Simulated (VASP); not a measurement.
# BN (Fmm2) in VASP: vibrations by perturbation theory with LDA

Aim: the vibrations by perturbation theory of BN with LDA.

All numbers are computed with VASP 6.6.1; they aren't measurements. Logs are shortened: lines on timing, memory, paths and dates and some standing lists are left out, and cuts for length are marked.

**1. The cell of the first run**

The structure is orthorhombic, space group Fmm2 (No. 42). Conventional cell: a = 2.503 Å, b = 6.991 Å, c = 4.332 Å, α = 90.00°, β = 90.00°, γ = 90.00°. Within 1.9 Å of B (site symmetry mm2) lie 3 N at 1.44 Å. Within 1.9 Å of N (site symmetry mm2) lie 3 B at 1.44 Å.

**2. Vibrations by perturbation theory, LDA**

INCAR

```
ALGO = Normal
EDIFF = 1E-8
ENCUT = 520
GGA = CA
IBRION = 8
ISIF = 2
ISMEAR = 0
LASPH = True
LCHARG = True
LEPSILON = True
LREAL = False
LWAVE = False
NELM = 100
NSW = 1
PREC = Accurate
SIGMA = 0.01
```

KPOINTS

```
k-points
0
Gamma
  8 8 8
```

POSCAR

```
BN
1.0
    0.0000000000      3.4953158300      2.1660912400
    1.2516321000      0.0000000000      2.1660912400
    1.2516321000      3.4953158300      0.0000000000
B N
1 1
Direct
    0.0000486500      0.0000486500      0.9999513500
    0.6666513400      0.6666513400      0.3333486600
```

Potentials or basis: VASP PAW LDA potentials, release 64 (B, N).

Command:

```bash
$ cat potpaw_LDA.64/B/POTCAR potpaw_LDA.64/N/POTCAR > POTCAR
$ mpirun -np 1 vasp_std > vasp.out
```

OUTCAR:

```text
EDIFF = 1E-8
   ENCUT = 520
   GGA = CA
   IBRION = 8
   ISIF = 2
   ISMEAR = 0
   LASPH = True
   LEPSILON = True
   LREAL = False
   NELM = 100
   NSW = 1
   PREC = Accurate

 ion  position               nearest neighbor table
   1  0.000  0.000  1.000-   2 1.44   2 1.44   2 1.44
   2  0.667  0.667  0.333-   1 1.44   1 1.44   1 1.44

  LATTYP: Found a face centered orthorhombic cell.
 ALAT       =     2.5032642000
 B/A-ratio  =     1.7306133647
 C/A-ratio  =     2.7926064137

  Lattice vectors:

 A1 = (   0.0000000000,   3.4953158300,   2.1660912400)
 A2 = (  -1.2516321000,   3.4953158300,   0.0000000000)
 A3 = (  -1.2516321000,   0.0000000000,   2.1660912400)

Analysis of symmetry for initial positions (statically):
=====================================================================
 Subroutine PRICEL returns:
 Original cell was already a primitive cell.

 Routine SETGRP: Setting up the symmetry group for a
 face centered orthorhombic supercell.

 Subroutine GETGRP returns: Found  4 space group operations
 (whereof  4 operations were pure point group operations)
 out of a pool of  8 trial point group operations.

The static configuration has the point symmetry C_2v.

Analysis of symmetry for dynamics (positions and initial velocities):
=====================================================================
 Subroutine PRICEL returns:
 Original cell was already a primitive cell.

 Routine SETGRP: Setting up the symmetry group for a
 face centered orthorhombic supercell.

 Subroutine GETGRP returns: Found  4 space group operations
 (whereof  4 operations were pure point group operations)
 out of a pool of  8 trial point group operations.

The dynamic configuration has the point symmetry C_2v.

 Subroutine INISYM returns: Found  4 space group operations
 (whereof  4 operations are pure point group operations),
 and found     1 'primitive' translations

----------------------------------------------------------------------------------------
[... 512 lines left out ...]
 ------------------------------------------------------
           4.695727     0.000000     0.000000
           0.000000     2.503473     0.000000
           0.000000     0.000000     4.722028
 ------------------------------------------------------

 PIEZOELECTRIC TENSOR (including local field effects)  for field in x, y, z        (e  Angst)
          XX          YY          ZZ          XY          YZ          ZX
  --------------------------------------------------------------------------------
  x     0.00000     0.00000     0.00000     0.00000     0.00000    -1.27337
  y     0.00000     0.00000     0.00000     0.00000    -0.04407     0.00000
  z    -1.26865    -0.02251     1.28668     0.00000     0.00000     0.00000

 PIEZOELECTRIC TENSOR (including local field effects)  for field in x, y, z        (C/m^2)
          XX          YY          ZZ          XY          YZ          ZX
  --------------------------------------------------------------------------------
  x     0.00000     0.00000     0.00000     0.00000     0.00000    -1.07646
  y     0.00000     0.00000     0.00000     0.00000    -0.03725     0.00000
  z    -1.07246    -0.01903     1.08771     0.00000     0.00000     0.00000

 BORN EFFECTIVE CHARGES (including local field effects) (in |e|, cummulative output)
 ---------------------------------------------------------------------------------
 ion    1
    1     2.70420     0.00000     0.00000
    2     0.00000     0.63806     0.00000
    3     0.00000     0.00000     2.70406
 ion    2
    1    -2.70420     0.00000     0.00000
    2     0.00000    -0.63806     0.00000
    3     0.00000     0.00000    -2.70406

 INTERNAL STRAIN TENSOR FOR ION    2 for displacements in x,y,z  (eV/Angst):
          X           Y           Z          XY          YZ          ZX
  --------------------------------------------------------------------------------
  x     0.00000     0.00000     0.00000     0.00000     0.00000   -12.22913
  y     0.00000     0.00000     0.00000     0.00000     0.15066     0.00000
  z   -12.26754     0.10288    12.28303     0.00000     0.00000     0.00000

 SECOND DERIVATIVES (NOT SYMMETRIZED)
 ------------------------------------
               1X          1Y          1Z          2X          2Y          2Z
  1X   -41.091702    0.000000    0.000000   41.091702    0.000000    0.000000
  1Y     0.000000  -13.532686    0.000000    0.000000   13.532686    0.000000
  1Z     0.000000    0.000000  -41.158524    0.000000    0.000000   41.158524
  2X    41.094134    0.000000    0.000000  -41.094134    0.000000    0.000000
  2Y     0.000000   13.533354    0.000000    0.000000  -13.533354    0.000000
  2Z     0.000000    0.000000   41.149214    0.000000    0.000000  -41.149214

 Eigenvectors and eigenvalues of the dynamical matrix
 ----------------------------------------------------

   1 f  =   40.604825 THz   255.127640 2PiTHz 1354.431174 cm-1   167.927988 meV
             X         Y         Z           dx          dy          dz
      1.251632  3.495316  0.000211     0.000000    0.000000    0.751225
      1.251632  3.495316  2.888055     0.000000    0.000000   -0.660046
[... 21 lines left out ...]
   6 f/i=    0.002277 THz     0.014309 2PiTHz    0.075966 cm-1     0.009419 meV
             X         Y         Z           dx          dy          dz
      1.251632  3.495316  0.000211     0.000000    0.000000   -0.660046
      1.251632  3.495316  2.888055     0.000000    0.000000   -0.751225

--------------------------------------------------------------------------------------------------------

 MACROSCOPIC STATIC DIELECTRIC TENSOR IONIC CONTRIBUTION
 ------------------------------------------------------
           1.699055     0.000000     0.000000
           0.000000     0.287230     0.000000
           0.000000     0.000000     1.696358
 ------------------------------------------------------

 ELASTIC MODULI CONTR FROM IONIC RELAXATION (kBar)
 Direction    XX          YY          ZZ          XY          YZ          ZX
 --------------------------------------------------------------------------------
 XX        -308.0667      2.6124    308.5206      0.0000      0.0000      0.0000
 YY           2.6124     -0.0222     -2.6163      0.0000     -0.0000      0.0000
 ZZ         308.5206     -2.6163   -308.9752      0.0000     -0.0000      0.0000
 XY           0.0000      0.0000      0.0000      0.0000      0.0000      0.0000
 YZ           0.0000     -0.0000     -0.0000      0.0000     -0.1372      0.0000
 ZX           0.0000      0.0000      0.0000      0.0000      0.0000   -323.4079
 --------------------------------------------------------------------------------

 PIEZOELECTRIC TENSOR IONIC CONTR  for field in x, y, z        (C/m^2)
          XX          YY          ZZ          XY          YZ          ZX
  --------------------------------------------------------------------------------
  x     0.00000     0.00000     0.00000     0.00000     0.00000     0.69751
  y     0.00000    -0.00000    -0.00000     0.00000    -0.00591     0.00000
  z     0.68023    -0.00577    -0.68123     0.00000    -0.00000     0.00000
```

Wall time 6.9 min (1 thread of Intel Xeon 8259CL, shared host); peak memory 0.21 GiB.

What came out:

* Electronic dielectric tensor (diagonal): 4.70, 2.50, 4.72
* Born charges (mean of the diagonal): B +2.02; N -2.02 e
* Highest phonon frequency at Γ, LO-TO splitting left out: 1354 cm⁻¹

Phonon frequencies in cm⁻¹ (negative: imaginary):
```csv
q point,frequencies
"(0.000, 0.000, 0.000)",0 0 0 777 1353 1354
```

Electronic dielectric tensor:
```
4.70 0.00 0.00
0.00 2.50 0.00
0.00 0.00 4.72
```

Born effective charge tensors (e):
atom 1, B
```
2.70 0.00 0.00
0.00 0.64 0.00
0.00 0.00 2.70
```
atom 2, N
```
-2.70  0.00  0.00
 0.00 -0.64  0.00
 0.00  0.00 -2.70
```

Caveat: the k points lie up to 0.38 Å⁻¹ apart; the cell stands under pressure or tension, which shifts response properties.
